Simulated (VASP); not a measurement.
Input of a VASP 6.6.1 run:

Contents of POSCAR:

```
ZrC
1.0
    2.9826370739      0.0000000000      0.0000000000
    0.0000000000      2.9826370739      0.0000000000
    0.0000000000      0.0000000000      2.9826370739
Zr C
1 1
Direct
    0.0000000000      0.0000000000      0.0000000000
    0.5000000000      0.5000000000      0.5000000000
```

Contents of INCAR.step1:

```
PREC = Accurate
ENCUT = 660
ISMEAR = 0
SIGMA = 0.05
LREAL = F
LASPH = T
NELM = 120
NBANDS = 15
GGA = PE
ALGO = Normal
EDIFF = 1E-5
LWAVE = T
LCHARG = F
GGA_COMPAT = F
```

Contents of INCAR.step2:

```
PREC = Accurate
ENCUT = 660
EDIFF = 1E-6
ISMEAR = 0
SIGMA = 0.05
LREAL = F
LASPH = T
NELM = 120
ALGO = Normal
ISIF = 2
LWAVE = F
LCHARG = F
METAGGA = R2SCAN
LMIXTAU = T
NBANDS = 15
ISTART = 1
GGA_COMPAT = F
```

Contents of KPOINTS:

```
regular mesh
0
Gamma
  12 12 12
```

Potentials or basis: VASP PAW PBE potentials, release 64 (Zr_sv, C).

Run with:

```bash
$ cat potpaw_PBE.64/Zr_sv/POTCAR potpaw_PBE.64/C/POTCAR > POTCAR
$ cp INCAR.step1 INCAR
$ mpirun -np 1 vasp_std > vasp.out
$ cp INCAR.step2 INCAR
$ mpirun -np 1 vasp_std > vasp.out
```

Task: Predict the pressure.

Result: -11.8 GPa.

Task: Predict the band gap on the k mesh.

Result: Zero (bands 8 and 9 overlap by 1.97 eV).

Caveat: the cell stands under tension; the PAW data sets were made with another functional, which shifts forces and pressure a little.
